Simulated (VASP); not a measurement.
# Al12O in VASP: notebook, part 2 of 2

VASP 6.6.1.

### 3 Single point, PBE

The input, INCAR:

```
SYSTEM = Al12O
PREC = Accurate ; ENCUT = 520
EDIFF = 1E-7 ; ISMEAR = 0
SIGMA = 0.1 ; LREAL = .False.
LASPH = .True. ; NELM = 60
ALGO = Normal ; ISIF = 2
LWAVE = .False. ; LCHARG = .False.
LDIPOL = .True. ; IDIPOL = 3
DIPOL = 0.5 0.5 0.320 ; GGA = PE
NBANDS = 33
```

The input, KPOINTS:

```
Automatic mesh
0
Gamma
  5 5 1
  0 0 0
```

The input, POSCAR:

```
Al12O
1.0
    5.7135165838      0.0000000000      0.0000000000
    0.0000000000      5.7135165838      0.0000000000
    0.0000000000      0.0000000000     19.6746954361
Al O
12 1
Direct
    0.2500000000      0.2500000000      0.2033068320
    0.2500000000      0.7500000000      0.2033068320
    0.7500000000      0.2500000000      0.2033068320
    0.7500000000      0.7500000000      0.2033068320
    0.0000000000      0.0000000000      0.3092728611
    0.0000000000      0.5000000000      0.3092728611
    0.5000000000      0.0000000000      0.3092728611
    0.5000000000      0.5000000000      0.3092728611
    0.2500000000      0.2500000000      0.4154928580
    0.2500000000      0.7500000000      0.4154928580
    0.7500000000      0.2500000000      0.4154928580
    0.7500000000      0.7500000000      0.4154928580
    0.4166666667      0.5000000000      0.4537562283
```

Potentials or basis: VASP PAW PBE potentials, release 64 (Al, O).

On the command line:

```sh
$ cat potpaw_PBE.64/Al/POTCAR potpaw_PBE.64/O/POTCAR > POTCAR
$ mpirun -np 1 vasp_std > vasp.out
```

OUTCAR:

```text
SYSTEM = Al12O
   PREC = Accurate
   ENCUT = 520
   EDIFF = 1E-7
   ISMEAR = 0
   LREAL = .False.
   LASPH = .True.
   NELM = 60
   ISIF = 2
   GGA = PE

 ion  position               nearest neighbor table
   1  0.250  0.250  0.203-   2 2.86   3 2.86   2 2.86   3 2.86   7 2.90   8 2.90   5 2.90   6 2.90

   2  0.250  0.750  0.203-   1 2.86   4 2.86   1 2.86   4 2.86   7 2.90   8 2.90   5 2.90   6 2.90

   3  0.750  0.250  0.203-   1 2.86   4 2.86   4 2.86   1 2.86   7 2.90   8 2.90   5 2.90   6 2.90
[... 4 lines left out ...]
                            11 2.91  12 2.91   9 2.91  10 2.91
   6  0.000  0.500  0.309-   5 2.86   8 2.86   5 2.86   8 2.86   1 2.90   2 2.90   3 2.90   4 2.90
                            11 2.91  12 2.91   9 2.91  10 2.91
[... 557 lines left out ...]
     0.000000000  5.713516584  0.000000000     0.000000000  0.175023558  0.000000000
     0.000000000  0.000000000 19.674695436     0.000000000  0.000000000  0.050826708

 POSITION                                       TOTAL-FORCE (eV/Angst)
 -----------------------------------------------------------------------------------
      1.42838      1.42838      4.00000        -0.003053     -0.019890      0.006617
      1.42838      4.28514      4.00000        -0.003053      0.019890      0.006617
      4.28514      1.42838      4.00000         0.003439      0.009687      0.034726
      4.28514      4.28514      4.00000         0.003439     -0.009687      0.034726
      0.00000      0.00000      6.08485        -0.035057      0.000000     -0.238935
      0.00000      2.85676      6.08485         0.004507      0.000000     -0.005314
      2.85676      0.00000      6.08485         0.089309      0.000000      0.131089
      2.85676      2.85676      6.08485         0.181378      0.000000     -0.367849
      1.42838      1.42838      8.17470        -0.024864     -0.018822      0.248874
      1.42838      4.28514      8.17470        -0.024864      0.018822      0.248874
      4.28514      1.42838      8.17470         0.280439     -0.131789     -0.061600
      4.28514      4.28514      8.17470         0.280439      0.131789     -0.061600
      2.38063      2.85676      8.92752        -0.752061      0.000000      0.023775
 -----------------------------------------------------------------------------------
    total drift:                               -0.000230      0.000000     -0.000316

  FREE ENERGIE OF THE ION-ELECTRON SYSTEM (eV)
  ---------------------------------------------------
  free  energy   TOTEN  =       -49.1482955237 eV

  energy  without entropy=      -49.1232081513  energy(sigma->0) =      -49.13575184

 vacuum level on the upper side and lower side of the slab         4.047         3.918
```

OSZICAR:

```text
N       E                     dE             d eps       ncg     rms          rms(c)
DAV:   1     0.185273393316E+03    0.18527E+03   -0.12911E+04   594   0.903E+02
DAV:   2    -0.195801574650E+02   -0.20485E+03   -0.19576E+03   787   0.166E+02
DAV:   3    -0.513415068620E+02   -0.31761E+02   -0.30793E+02   892   0.582E+01
[... 17 lines left out ...]
DAV:  21    -0.491482793769E+02   -0.50073E-04   -0.53501E-06   692   0.625E-03    0.591E-04
DAV:  22    -0.491482922679E+02   -0.12891E-04   -0.13025E-06   634   0.319E-03    0.696E-04
DAV:  23    -0.491482946748E+02   -0.24069E-05   -0.12889E-07   570   0.147E-03    0.239E-04
DAV:  24    -0.491482955082E+02   -0.83338E-06   -0.62063E-08   466   0.837E-04    0.895E-05
DAV:  25    -0.491482955237E+02   -0.15501E-07   -0.83201E-09   440   0.349E-04
   1 F= -.49148296E+02 E0= -.49135752E+02  d E =-.250874E-01
```

stdout:

```text
POSCAR found type information on POSCAR AlO
 POSCAR found :  2 types and      13 ions
 scaLAPACK will be used
 LDA part: xc-table for (Slater+PW92), standard interpolation
 POSCAR, INCAR and KPOINTS ok, starting setup
 FFT: planning ... GRIDC
 FFT: planning ... GRID_SOFT
 FFT: planning ... GRID
 WAVECAR not read
 entering main loop
```

It took 3 min on 1 thread of Intel Xeon 6975P-C (Granite Rapids), shared host; peak memory 0.61 GiB.

What came out:

```yaml
Free_energy: -49.1483 eV
Largest_force: 0.752 eV/Å
Band_gap_on_the_k_mesh: zero (band 21 reaches 0.02 eV, above the bottom of band 22 at -0.76 eV)
```

Forces in eV/Å, atoms in the order of the input:
```
Al  -0.003 -0.020  0.007
Al  -0.003  0.020  0.007
Al   0.003  0.010  0.035
Al   0.003 -0.010  0.035
Al  -0.035  0.000 -0.239
Al   0.005  0.000 -0.005
Al   0.089  0.000  0.131
Al   0.181  0.000 -0.368
Al  -0.025 -0.019  0.249
Al  -0.025  0.019  0.249
Al   0.280 -0.132 -0.062
Al   0.280  0.132 -0.062
O   -0.752  0.000  0.024
```

Levels at points of the mesh, in eV from the Fermi level:
| k point | band 17 | band 18 | band 19 | band 20 | band 21 | band 22 | band 23 | band 24 | band 25 | band 26 |
| --- | --- | --- | --- | --- | --- | --- | --- | --- | --- | --- |
| (0.00, 0.00, 0.00) | -1.77 | -1.53 | -0.80 | -0.55 | -0.46 | -0.31 | -0.12 | 0.40 | 0.55 | 1.00 |
